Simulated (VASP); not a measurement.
# KBr (Fm-3m) in VASP: relaxation of cell and atoms with PBEsol

Aim: the relaxation of cell and atoms of KBr with PBEsol.

All numbers are computed with VASP 6.6.1; they aren't measurements. Logs are shortened: lines on timing, memory, paths and dates and some standing lists are left out, and cuts for length are marked.

## 1. The cell of the first run

It takes space group Fm-3m (No. 225, cubic). The conventional cell has a = 6.600 Å, b = 6.600 Å, c = 6.600 Å, α = 90.00°, β = 90.00°, γ = 90.00°. K (site symmetry m-3m) has 6 Br at 3.30 Å within 4.3 Å. Within 4.3 Å of Br (site symmetry m-3m) lie 6 K at 3.30 Å.

## 2. Relaxation of cell and atoms, PBEsol

The input, INCAR:

```
ALGO = Normal
EDIFF = 1E-6
EDIFFG = -0.005
ENCUT = 600
GGA = PS
IBRION = 2
ISIF = 3
ISMEAR = 0
LASPH = T
LCHARG = F
LREAL = F
LWAVE = F
NELM = 80
NSW = 100
PREC = Accurate
SIGMA = 0.02
```

The input, KPOINTS:

```
k-points
0
Gamma
  6 6 2
```

The input, POSCAR:

```
KBr
1.0
    4.6669050000      0.0000000000      0.0000000000
   -2.3334520000      4.0416580000      0.0000000000
    0.0000000000      0.0000000000     11.4315350000
K Br
3 3
Direct
    0.0000000000      0.0000000000      0.0000000000
    0.3333333300      0.6666666700      0.3333333300
    0.6666666700      0.3333333300      0.6666666700
    0.6666666700      0.3333333300      0.1666666700
    0.0000000000      0.0000000000      0.5000000000
    0.3333333300      0.6666666700      0.8333333300
```

Potentials or basis: VASP PAW PBE potentials, release 64 (K_sv, Br).

The run is started by

```
$ cat potpaw_PBE.64/K_sv/POTCAR potpaw_PBE.64/Br/POTCAR > POTCAR
$ mpirun -np 1 vasp_std > vasp.out
```

OUTCAR:

```text
EDIFF = 1E-6
   EDIFFG = -0.005
   ENCUT = 600
   GGA = PS
   IBRION = 2
   ISIF = 3
   ISMEAR = 0
   LASPH = T
   LREAL = F
   NELM = 80
   NSW = 100
   PREC = Accurate

 ion  position               nearest neighbor table
   1  0.000  0.000  0.000-   4 3.30   6 3.30   6 3.30   4 3.30   4 3.30   6 3.30
   2  0.333  0.667  0.333-   4 3.30   5 3.30   4 3.30   5 3.30   4 3.30   5 3.30
   3  0.667  0.333  0.667-   6 3.30   5 3.30   6 3.30   5 3.30   6 3.30   5 3.30
   4  0.667  0.333  0.167-   2 3.30   1 3.30   2 3.30   1 3.30   2 3.30   1 3.30
   5  0.000  0.000  0.500-   2 3.30   3 3.30   2 3.30   3 3.30   3 3.30   2 3.30
   6  0.333  0.667  0.833-   3 3.30   1 3.30   3 3.30   1 3.30   3 3.30   1 3.30

  LATTYP: Found a hexagonal cell.
 ALAT       =     4.6669050000
 C/A-ratio  =     2.4494895439

  Lattice vectors:

 A1 = (   4.6669050000,   0.0000000000,   0.0000000000)
 A2 = (  -2.3334520000,   4.0416580000,   0.0000000000)
 A3 = (   0.0000000000,   0.0000000000,  11.4315350000)

Analysis of symmetry for initial positions (statically):
=====================================================================
 Subroutine PRICEL returns following result:

  LATTYP: Found a face centered cubic cell.
 ALAT       =     6.5999997652

  Lattice vectors:

 A1 = (   2.3334523100,  -1.3472193199,   3.8105116286)
 A2 = (   0.0000003100,   2.6944386801,   3.8105116286)
 A3 = (  -2.3334526200,  -1.3472193603,   3.8105117429)

   3 primitive cells build up your supercell.

 Routine SETGRP: Setting up the symmetry group for a
 hexagonal supercell.

 Subroutine GETGRP returns: Found 12 space group operations
 (whereof 12 operations were pure point group operations)
 out of a pool of 24 trial point group operations.

The static configuration has the point symmetry D_3d.

Analysis of symmetry for dynamics (positions and initial velocities):
=====================================================================
 Subroutine PRICEL returns following result:

  LATTYP: Found a face centered cubic cell.
 ALAT       =     6.5999997652

  Lattice vectors:

 A1 = (   2.3334523100,  -1.3472193199,   3.8105116286)
 A2 = (   0.0000003100,   2.6944386801,   3.8105116286)
 A3 = (  -2.3334526200,  -1.3472193603,   3.8105117429)

   3 primitive cells build up your supercell.

 Routine SETGRP: Setting up the symmetry group for a
 hexagonal supercell.

 Subroutine GETGRP returns: Found 12 space group operations
 (whereof 12 operations were pure point group operations)
 out of a pool of 24 trial point group operations.

The dynamic configuration has the point symmetry D_3d.

 Subroutine INISYM returns: Found 12 space group operations
 (whereof 12 operations are pure point group operations),
 and found     3 'primitive' translations

----------------------------------------------------------------------------------------

                                     Primitive cell

  volume of cell :      71.8740

  direct lattice vectors                    reciprocal lattice vectors
     2.333452310 -1.347219320  3.810511629     0.214274777 -0.123711628  0.087477316
     0.000000310  2.694438680  3.810511629     0.000000000  0.247423211  0.087477316
    -2.333452620 -1.347219360  3.810511743    -0.214274771 -0.123711579  0.087477316

  length of vectors
     4.666904590  4.666904614  4.666904850     0.262431949  0.262431946  0.262431921

  position of ions in fractional coordinates (direct lattice)
     0.000000000  0.000000000  0.000000000
     0.500000030  0.500000000  0.500000000

  ion indices of the primitive-cell ions
   primitive index   ion index
                 1           1
                 2           4

----------------------------------------------------------------------------------------

 KPOINTS: k-points

Automatic generation of k-mesh.
 Grid dimensions read from file:
 generate k-points for:    6    6    2

 Generating k-lattice:

  Cartesian coordinates                     Fractional coordinates (reciprocal lattice)
     0.035712462  0.020618596  0.000000000     0.166666667  0.000000000  0.000000000
     0.000000000  0.041237202  0.000000000     0.000000000  0.166666667  0.000000000
     0.000000000  0.000000000  0.043738658     0.000000000  0.000000000  0.500000000

  Length of vectors
     0.041237197  0.041237202  0.043738658

  Shift w.r.t. Gamma in fractional coordinates (k-lattice)
     0.000000000  0.000000000  0.000000000

 Subroutine IBZKPT returns following result:
 ===========================================

 Found     14 irreducible k-points:

 Following reciprocal coordinates:
            Coordinates               Weight
  0.000000  0.000000  0.000000      1.000000
  0.166667  0.000000  0.000000      6.000000
  0.333333  0.000000  0.000000      6.000000
  0.500000  0.000000  0.000000      3.000000
  0.166667  0.166667  0.000000      6.000000
  0.333333  0.166667  0.000000     12.000000
  0.333333  0.333333  0.000000      2.000000
  0.000000  0.000000  0.500000      1.000000
  0.166667  0.000000  0.500000      6.000000
  0.333333  0.000000  0.500000      6.000000
  0.500000  0.000000  0.500000      3.000000
  0.166667  0.166667  0.500000      6.000000
  0.333333  0.166667  0.500000     12.000000
  0.333333  0.333333  0.500000      2.000000
   k-points           NKPTS =     14   k-points in BZ     NKDIM =     14   number of bands    NBANDS=     28
   number of dos      NEDOS =    301   number of ions     NIONS =      6
   total plane-waves  NPLWV = 153600
   dimension x,y,z NGX =    40 NGY =   40 NGZ =   96
   dimension x,y,z NGXF=    80 NGYF=   80 NGZF=  192
   ions per type =               3   3
   NGX,Y,Z   is equivalent  to a cutoff of  14.25, 14.25, 13.96 a.u.
   NGXF,Y,Z  is equivalent  to a cutoff of  28.50, 28.50, 27.92 a.u.
 SYSTEM =  unknown system
   PREC   = accura    normal or accurate (medium, high low for compatibility)
   ISTART =      0    job   : 0-new  1-cont  2-samecut
   ICHARG =      2    charge: 1-file 2-atom 10-const
   ISPIN  =      1    spin polarized calculation?
   LNONCOLLINEAR =      F non collinear calculations
   LSORBIT =      F    spin-orbit coupling
   LASPH  =      T    aspherical Exc in radial PAW
   ENCUT  =  600.0 eV  44.10 Ry    6.64 a.u.   9.32  9.32 22.83*2*pi/ulx,y,z
   NELM   =     80;   NELMIN=  2; NELMDL= -5     # of ELM steps
   EDIFF  = 0.1E-05   stopping-criterion for ELM
   LREAL  =      F    real-space projection
   EDIFFG = -.5E-02   stopping-criterion for IOM
   NSW    =    100    number of steps for IOM
   IBRION =      2    ionic relax: 0-MD 1-quasi-New 2-CG
   NFREE  =      1    steps in history (QN), initial steepest desc. (CG)
   ISIF   =      3    stress and relaxation
   ISYM   =      2    0-nonsym 1-usesym 2-fastsym
   POTIM  = 0.5000    time-step for ionic-motion
   TEBEG  =    0.0;   TEEND  =   0.0 temperature during run
   PSTRESS=    0.0 pullay stress
   NELECT =      48.0000    total number of electrons
   NUPDOWN=      -1.0000    fix difference up-down
   EMIN   =  10.00;   EMAX   =-10.00  energy-range for DOS
   EFERMI =   0.00;   METHOD = LEGACY
   ISMEAR =     0;   SIGMA  =   0.02  broadening in eV -4-tet -1-fermi 0-gaus
   EFERMI_NEDOS =   21; number of points for ismear=-14 and -15
   IALGO  =     38    algorithm
   IMIX   =      4    mixing-type and parameters
     AMIX     =   0.40;   BMIX     =  1.00
     AMIX_MAG =   1.60;   BMIX_MAG =  1.00
  volume/ion in A,a.u.               =      35.94       242.51
  Fermi-wavevector in a.u.,A,eV,Ry     =   0.992181  1.874950 13.393889  0.984423
  Thomas-Fermi vector in A             =   2.123975
   LORBIT       =      0    0 simple, 1 ext, 2 COOP (PROOUT), +10 PAW based schemes
   GGA     = PS    functional components
   LHFCALC =     F    Hartree Fock is set to
   AEXX    =    0.0000 exact exchange contribution
   IVDW    =     0    specifies the selected vdW correction
   LEPSILON=     F    determine dielectric tensor
   LRPA    =     F    only Hartree local field effects (RPA)
 conjugate gradient relaxation of ions
 non-spin polarized calculation
 Gauss-broadening in eV      SIGMA  =   0.02
  energy-cutoff  :      600.00
  volume of cell :      215.62
 maximum number of plane-waves:      7269
 NGX is ok and might be reduce to    40
   NGX = 19   NGY = 19   NGZ = 45

--------------------------------------- Ionic step        1  -------------------------------------------

 number of electron      47.9999999 magnetization

 Free energy of the ion-electron system (eV)
  ---------------------------------------------------
  ext. energy  EPLUGINS =         0.00000000
  ---------------------------------------------------
  free energy    TOTEN  =       -19.37670808 eV

  energy without entropy =      -19.37670808  energy(sigma->0) =      -19.37670808

------------------------ aborting loop because EDIFF is reached ----------------------------------------

  FORCE on cell =-STRESS in cart. coord.  units (eV):
  Direction    XX          YY          ZZ          XY          YZ          ZX
  --------------------------------------------------------------------------------------
  -------------------------------------------------------------------------------------
  Total       -0.3732184     -0.3732183     -0.3729577     -0.0000000      0.0000000      0.0000000
  in kB       -2.7731957     -2.7731953     -2.7712586     -0.0000003      0.0000000      0.0000000
  external PRESSURE =      -2.7725499 kB  Pullay stress =       0.0000000 kB
[... 65 lines left out ...]
  energy  without entropy=      -19.3792660177  energy(sigma->0) =      -19.37926602

--------------------------------------- Ionic step        3  -------------------------------------------

 number of electron      47.9999996 magnetization

 Free energy of the ion-electron system (eV)
  ---------------------------------------------------
  ext. energy  EPLUGINS =         0.00000000
  ---------------------------------------------------
  free energy    TOTEN  =       -19.38022518 eV

  energy without entropy =      -19.38022518  energy(sigma->0) =      -19.38022518

 E-fermi :  -1.6072     XC(G=0):  -7.6256

 val. band max:       -1.7508738146   @ k =   0.0000   0.0000   0.0000
 cond. band min:       2.5746689760   @ k =   0.0000   0.0000   0.0000
 fundamental gap:      4.3255427907
 Fermi energy:        -1.6072052594

 k-point     1 :       0.0000    0.0000    0.0000
  band No.  band energies     occupation
      1     -29.3228      2.00000
      2     -29.3179      2.00000
      3     -29.3179      2.00000
      4     -14.2113      2.00000
      5     -14.2113      2.00000
      6     -14.0817      2.00000
[... 456 lines left out ...]
  FREE ENERGIE OF THE ION-ELECTRON SYSTEM (eV)
  ---------------------------------------------------
  free  energy   TOTEN  =       -19.3802251777 eV

  energy  without entropy=      -19.3802251777  energy(sigma->0) =      -19.38022518

 reached required accuracy - stopping structural energy minimisation
```

It took 10 min on 1 thread of Intel Xeon 8259CL, shared host; peak memory 0.46 GiB.

Results:

- Free energy: -19.3802 eV
- Relaxed volume: 35.26 Å³/atom
- Relaxed cell: a = 4.637 Å, b = 4.637 Å, c = 11.359 Å, α = 90.00°, β = 90.00°, γ = 120.00°
- Space group after relaxing (to 0.1 Å): Fm-3m (No. 225)
- Energy gained by relaxing: 0.6 meV/atom
- Ionic steps: 3
- Pressure after relaxing: 0.0 GPa
- Band gap on the k mesh: 4.33 eV

Step by step:
| step | energy change (eV) | largest force (eV/Å) | pressure (GPa) | volume (Å³) |
| --- | --- | --- | --- | --- |
| 1 | 0.0000 | 0.0000 | -0.28 | 215.62 |
| 2 | -0.0026 | 0.0000 | -0.15 | 213.69 |
| 3 | -0.0035 | 0.0000 | 0.00 | 211.56 |

Final structure:
```yaml
crystal:
  lattice:
    - [4.63737, 0.00000, 0.00000]
    - [-2.31868, 4.01608, 0.00000]
    - [0.00000, 0.00000, 11.35924]
  atoms:
    - { symbol: K, position: [0.00000, 0.00000, 0.00000] }
    - { symbol: K, position: [0.33333, 0.66667, 0.33333] }
    - { symbol: K, position: [0.66667, 0.33333, 0.66667] }
    - { symbol: Br, position: [0.66667, 0.33333, 0.16667] }
    - { symbol: Br, position: [0.00000, 0.00000, 0.50000] }
    - { symbol: Br, position: [0.33333, 0.66667, 0.83333] }
```

Levels at points of the mesh, in eV from the valence-band top:
```csv
k point,band 22,band 23,band 24,band 25,band 26,band 27
"(0.00, 0.00, 0.00)",0.00,0.00,0.00,4.33,6.11,6.11
"(0.50, 0.00, 0.00)",-0.34,-0.30,-0.30,5.72,6.66,6.66
"(0.00, 0.00, 0.50)",-0.10,-0.10,-0.10,5.00,5.00,6.48
"(0.50, 0.00, 0.50)",-0.36,-0.31,-0.31,6.16,6.16,6.48
```

Caveat: the PAW data sets were made with another functional, which shifts forces and pressure a little.
